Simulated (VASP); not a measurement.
# Nb3As2 (R-3m) in VASP: single point with PBE

Aim: the single point of Nb3As2 with PBE.

All numbers are computed with VASP 6.6.1; they aren't measurements. Logs are shortened: lines on timing, memory, paths and dates and some standing lists are left out, and cuts for length are marked.

## (1) The cell of the first run

The structure is trigonal, space group R-3m (No. 166). Conventional cell: a = 5.493 Å, b = 5.493 Å, c = 10.624 Å, α = 90.00°, β = 90.00°, γ = 120.00°. Nb (site symmetry 2/m) has 6 As at 2.72 to 3.05 Å and 4 Nb at 2.75 Å within 3.6 Å. As (site symmetry 3m) has 4 As at 2.67 to 3.29 Å and 9 Nb at 2.72 to 3.05 Å within 3.5 Å.

## (2) Single point, PBE

The input, INCAR:

```
PREC = Accurate
ENCUT = 520
EDIFF = 1E-6
ISMEAR = 0
SIGMA = 0.1
LREAL = F
LASPH = T
NELM = 100
ALGO = Fast
ISIF = 2
LWAVE = F
LCHARG = F
GGA = PE
NBANDS = 32
```

The input, KPOINTS:

```
regular mesh
0
Gamma
  12 12 12
```

The input, POSCAR:

```
Nb3As2
1.0
    2.7467150795      1.5858166906      3.5412074020
   -2.7467150795      1.5858166906      3.5412074020
    0.0000000000     -3.1716333811      3.5412074020
Nb As
3 2
Direct
    0.5000000000      0.5000000000      0.0000000000
    0.0000000000      0.5000000000      0.5000000000
    0.5000000000      0.0000000000      0.5000000000
    0.1254897136      0.1254897136      0.1254897136
    0.8745102864      0.8745102864      0.8745102864
```

Potentials or basis: VASP PAW PBE potentials, release 64 (Nb_sv, As).

Command:

```sh
> cat potpaw_PBE.64/Nb_sv/POTCAR potpaw_PBE.64/As/POTCAR > POTCAR
> mpirun -np 1 vasp_std > vasp.out
```

OUTCAR:

```text
PREC = Accurate
   ENCUT = 520
   EDIFF = 1E-6
   ISMEAR = 0
   LREAL = F
   LASPH = T
   NELM = 100
   ISIF = 2
   GGA = PE

 ion  position               nearest neighbor table
   1  0.500  0.500  0.000-   4 2.72   5 2.72   2 2.75   3 2.75   3 2.75   2 2.75
   2  0.000  0.500  0.500-   4 2.72   5 2.72   3 2.75   3 2.75   1 2.75   1 2.75
   3  0.500  0.000  0.500-   4 2.72   5 2.72   2 2.75   2 2.75   1 2.75   1 2.75
   4  0.125  0.125  0.125-   5 2.67   3 2.72   2 2.72   1 2.72
   5  0.875  0.875  0.875-   4 2.67   3 2.72   2 2.72   1 2.72

  LATTYP: Found a trigonal (rhomboedric) cell.
 ALAT       =     4.7538834828
 COS(alpha) =     0.3323326282

  Lattice vectors:

 A1 = (   2.7467150795,   1.5858166906,   3.5412074020)
 A2 = (  -2.7467150795,   1.5858166906,   3.5412074020)
 A3 = (   0.0000000000,  -3.1716333811,   3.5412074020)

Analysis of symmetry for initial positions (statically):
=====================================================================
 Subroutine PRICEL returns:
 Original cell was already a primitive cell.

 Routine SETGRP: Setting up the symmetry group for a
 trigonal (rhombohedral) supercell.

 Subroutine GETGRP returns: Found 12 space group operations
 (whereof 12 operations were pure point group operations)
 out of a pool of 12 trial point group operations.

The static configuration has the point symmetry D_3d.

Analysis of symmetry for dynamics (positions and initial velocities):
=====================================================================
 Subroutine PRICEL returns:
 Original cell was already a primitive cell.

 Routine SETGRP: Setting up the symmetry group for a
 trigonal (rhombohedral) supercell.

 Subroutine GETGRP returns: Found 12 space group operations
 (whereof 12 operations were pure point group operations)
 out of a pool of 12 trial point group operations.

The dynamic configuration has the point symmetry D_3d.

 Subroutine INISYM returns: Found 12 space group operations
 (whereof 12 operations are pure point group operations),
 and found     1 'primitive' translations

----------------------------------------------------------------------------------------

                                     Primitive cell

  volume of cell :      92.5485

  direct lattice vectors                    reciprocal lattice vectors
     2.746715079  1.585816691  3.541207402     0.182035626  0.105098318  0.094129853
    -2.746715079  1.585816691  3.541207402    -0.182035626  0.105098318  0.094129853
     0.000000000 -3.171633381  3.541207402     0.000000000 -0.210196636  0.094129853

  length of vectors
     4.753883483  4.753883483  4.753883483     0.230310779  0.230310779  0.230310779

  position of ions in fractional coordinates (direct lattice)
     0.500000000  0.500000000  0.000000000
     1.000000000  0.500000000  0.500000000
     0.500000000  1.000000000  0.500000000
     0.125489714  0.125489714  0.125489714
     0.874510286  0.874510286  0.874510286

  ion indices of the primitive-cell ions
   primitive index   ion index
                 1           1
                 2           2
                 3           3
                 4           4
                 5           5

----------------------------------------------------------------------------------------

 KPOINTS: regular mesh

Automatic generation of k-mesh.
 Grid dimensions read from file:
 generate k-points for:   12   12   12

 Generating k-lattice:

  Cartesian coordinates                     Fractional coordinates (reciprocal lattice)
     0.015169636  0.008758193  0.007844154     0.083333333  0.000000000  0.000000000
    -0.015169636  0.008758193  0.007844154     0.000000000  0.083333333  0.000000000
     0.000000000 -0.017516386  0.007844154     0.000000000  0.000000000  0.083333333

  Length of vectors
     0.019192565  0.019192565  0.019192565

  Shift w.r.t. Gamma in fractional coordinates (k-lattice)
     0.000000000  0.000000000  0.000000000

 Subroutine IBZKPT returns following result:
 ===========================================

 Found    189 irreducible k-points:

 Following reciprocal coordinates:
            Coordinates               Weight
  0.000000  0.000000  0.000000      1.000000
  0.083333  0.000000 -0.000000      6.000000
  0.166667  0.000000 -0.000000      6.000000
  0.250000 -0.000000 -0.000000      6.000000
  0.333333 -0.000000 -0.000000      6.000000
  0.416667 -0.000000 -0.000000      6.000000
[... 16 lines left out ...]
  0.500000  0.166667 -0.000000     12.000000
 -0.416667  0.166667  0.000000     12.000000
 [... further k-points ...]
   k-points           NKPTS =    189   k-points in BZ     NKDIM =    189   number of bands    NBANDS=     32
   number of dos      NEDOS =    301   number of ions     NIONS =      5
   total plane-waves  NPLWV =  46656
   dimension x,y,z NGX =    36 NGY =   36 NGZ =   36
   dimension x,y,z NGXF=    72 NGYF=   72 NGZF=   72
   ions per type =               3   2
   NGX,Y,Z   is equivalent  to a cutoff of  12.59, 12.59, 12.59 a.u.
   NGXF,Y,Z  is equivalent  to a cutoff of  25.18, 25.18, 25.18 a.u.
 SYSTEM =  unknown system
   PREC   = accura    normal or accurate (medium, high low for compatibility)
   ISTART =      0    job   : 0-new  1-cont  2-samecut
   ICHARG =      2    charge: 1-file 2-atom 10-const
   ISPIN  =      1    spin polarized calculation?
   LNONCOLLINEAR =      F non collinear calculations
   LSORBIT =      F    spin-orbit coupling
   LASPH  =      T    aspherical Exc in radial PAW
   ENCUT  =  520.0 eV  38.22 Ry    6.18 a.u.   8.84  8.84  8.84*2*pi/ulx,y,z
   NELM   =    100;   NELMIN=  2; NELMDL= -5     # of ELM steps
   EDIFF  = 0.1E-05   stopping-criterion for ELM
   LREAL  =      F    real-space projection
   EDIFFG = 0.1E-04   stopping-criterion for IOM
   NSW    =      0    number of steps for IOM
   IBRION =     -1    ionic relax: 0-MD 1-quasi-New 2-CG
   NFREE  =      0    steps in history (QN), initial steepest desc. (CG)
   ISIF   =      2    stress and relaxation
   ISYM   =      2    0-nonsym 1-usesym 2-fastsym
   POTIM  = 0.5000    time-step for ionic-motion
   TEBEG  =    0.0;   TEEND  =   0.0 temperature during run
   PSTRESS=    0.0 pullay stress
   NELECT =      49.0000    total number of electrons
   NUPDOWN=      -1.0000    fix difference up-down
   EMIN   =  10.00;   EMAX   =-10.00  energy-range for DOS
   EFERMI =   0.00;   METHOD = LEGACY
   ISMEAR =     0;   SIGMA  =   0.10  broadening in eV -4-tet -1-fermi 0-gaus
   EFERMI_NEDOS =   21; number of points for ismear=-14 and -15
   IALGO  =     68    algorithm
   IMIX   =      4    mixing-type and parameters
     AMIX     =   0.40;   BMIX     =  1.00
     AMIX_MAG =   1.60;   BMIX_MAG =  1.00
  volume/ion in A,a.u.               =      18.51       124.91
  Fermi-wavevector in a.u.,A,eV,Ry     =   1.324394  2.502741 23.864874  1.754019
  Thomas-Fermi vector in A             =   2.453932
   LORBIT       =      0    0 simple, 1 ext, 2 COOP (PROOUT), +10 PAW based schemes
   GGA     = PE    functional components
   LHFCALC =     F    Hartree Fock is set to
   AEXX    =    0.0000 exact exchange contribution
   IVDW    =     0    specifies the selected vdW correction
   LEPSILON=     F    determine dielectric tensor
   LRPA    =     F    only Hartree local field effects (RPA)
 non-spin polarized calculation
 RMM-DIIS sequential band-by-band and
 Gauss-broadening in eV      SIGMA  =   0.10
  energy-cutoff  :      520.00
  volume of cell :       92.55
 maximum number of plane-waves:      2510
   NGX = 17   NGY = 17   NGZ = 17

 number of electron      48.9999995 magnetization

 Free energy of the ion-electron system (eV)
  ---------------------------------------------------
  ext. energy  EPLUGINS =         0.00000000
  ---------------------------------------------------
  free energy    TOTEN  =       -39.23219435 eV

  energy without entropy =      -39.20485122  energy(sigma->0) =      -39.21852279

 E-fermi :   9.9080     XC(G=0): -11.6785

 val. band max:        9.9054007691   @ k =  -0.4167   0.4167   0.2500
 cond. band min:       9.9092748602   @ k =  -0.4167   0.5000   0.2500
 fundamental gap:      0.0038740912
 Fermi energy:         9.9079817937

 k-point     1 :       0.0000    0.0000    0.0000
  band No.  band energies     occupation
      1     -45.4286      2.00000
      2     -45.1817      2.00000
      3     -45.1817      2.00000
      4     -22.2595      2.00000
      5     -21.7867      2.00000
      6     -21.7867      2.00000
[... 24 lines left out ...]
     31      12.6796      0.00000
     32      12.6873      0.00000

 k-point     2 :       0.0833    0.0000   -0.0000
  band No.  band energies     occupation
      1     -45.4250      2.00000
      2     -45.1855      2.00000
      3     -45.1817      2.00000
      4     -22.2390      2.00000
      5     -21.7837      2.00000
      6     -21.7725      2.00000
[... 24 lines left out ...]
     31      12.6093      0.00000
     32      12.7341      0.00000

 k-point     3 :       0.1667    0.0000   -0.0000
  band No.  band energies     occupation
      1     -45.4144      2.00000
      2     -45.1966      2.00000
      3     -45.1817      2.00000
      4     -22.1809      2.00000
      5     -21.7729      2.00000
      6     -21.7310      2.00000
[... 24 lines left out ...]
     31      12.5295      0.00000
     32      12.5509      0.00000

 k-point     4 :       0.2500   -0.0000   -0.0000
  band No.  band energies     occupation
      1     -45.3978      2.00000
      2     -45.2139      2.00000
      3     -45.1818      2.00000
      4     -22.0976      2.00000
      5     -21.7462      2.00000
      6     -21.6648      2.00000
[... 654 lines left out ...]
     31      12.3205      0.00000
     32      12.5571      0.00000

 k-point    23 :       0.5000    0.1667   -0.0000
  band No.  band energies     occupation
      1     -45.3470      2.00000
      2     -45.2654      2.00000
      3     -45.1824      2.00000
      4     -21.8914      2.00000
      5     -21.6546      2.00000
      6     -21.5546      2.00000
[... 24 lines left out ...]
     31      12.2876      0.00000
     32      12.4657      0.00000

 k-point    24 :      -0.4167    0.1667    0.0000
  band No.  band energies     occupation
      1     -45.3366      2.00000
      2     -45.2761      2.00000
      3     -45.1824      2.00000
      4     -21.8723      2.00000
      5     -21.5725      2.00000
      6     -21.5224      2.00000
[... 24 lines left out ...]
     31      12.1074      0.00000
     32      12.5267      0.00000

 [... further k-points ...]
[... 5 lines left out ...]
  --------------------------------------------------------------------------------------
  -------------------------------------------------------------------------------------
  Total       -0.0510989     -0.0510989     -0.0059719      0.0000000     -0.0000000      0.0000000
  in kB       -0.8846127     -0.8846127     -0.1033843      0.0000000     -0.0000000      0.0000000
  external PRESSURE =      -0.6242032 kB  Pullay stress =       0.0000000 kB

 VOLUME and BASIS-vectors are now :
 -----------------------------------------------------------------------------
  energy-cutoff  :      520.00
  volume of cell :       92.55
      direct lattice vectors                 reciprocal lattice vectors
     2.746715079  1.585816691  3.541207402     0.182035626  0.105098318  0.094129853
    -2.746715079  1.585816691  3.541207402    -0.182035626  0.105098318  0.094129853
     0.000000000 -3.171633381  3.541207402     0.000000000 -0.210196636  0.094129853

 POSITION                                       TOTAL-FORCE (eV/Angst)
 -----------------------------------------------------------------------------------
      0.00000      1.58582      3.54121         0.000000      0.000000     -0.000000
     -1.37336     -0.79291      3.54121        -0.000000     -0.000000     -0.000000
      1.37336     -0.79291      3.54121        -0.000000      0.000000     -0.000000
      0.00000      0.00000      1.33316        -0.000000      0.000000      0.012120
      0.00000      0.00000      9.29047        -0.000000     -0.000000     -0.012120
 -----------------------------------------------------------------------------------
    total drift:                               -0.000000     -0.000000      0.000000

  FREE ENERGIE OF THE ION-ELECTRON SYSTEM (eV)
  ---------------------------------------------------
  free  energy   TOTEN  =       -39.2321943503 eV

  energy  without entropy=      -39.2048512210  energy(sigma->0) =      -39.21852279
```

Run time: 19 min. Hardware: 1 thread of Intel Xeon 6975P-C, shared host; peak memory 0.55 GiB.

What came out:

* Free energy: -39.2322 eV
* Pressure: -0.1 GPa
* Largest force: 0.012 eV/Å

Forces on the atoms (eV/Å):
```
Nb   0.000  0.000  0.000
Nb   0.000  0.000  0.000
Nb   0.000  0.000  0.000
As   0.000  0.000  0.012
As   0.000  0.000 -0.012
```
